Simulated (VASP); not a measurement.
The system is NaI.

```
Na I
1.0
     4.14195    0.00000    0.00000
     0.00000    4.14195    0.00000
     0.00000    0.00000    4.14195
Na I
1 1
Direct
  0.00000 0.00000 0.00000
  0.50000 0.50000 0.50000
```

This cell differs from its parent crystal: strain +2.5%.

Program: VASP 6.6.1. Alike in all runs: task single point; potentials or basis VASP PAW PBE potentials, release 64 (Na_pv, I); no spin polarisation; cell as given; cutoff (eV) 520.

**Question.** Order these runs on this cell by their band gap on the k mesh, lowest first.
A. level PBE; k mesh 6 × 6 × 6; smearing fermi-dirac 0.02 eV
B. level r2SCAN; k mesh 6 × 6 × 6; smearing gaussian 0.01 eV
C. level HSE06; k mesh 4 × 4 × 4; smearing gaussian 0.01 eV; grid for exact exchange (PRECFOCK) Normal; share of exact exchange 0.25; screening parameter 0.2079 1/Å

**Answer.** A (2.20 eV), B (2.95 eV), C (3.12 eV).

Caveats: spin-orbit coupling is left out, which moves the levels of the heavy elements.

A k mesh can miss the band edges.
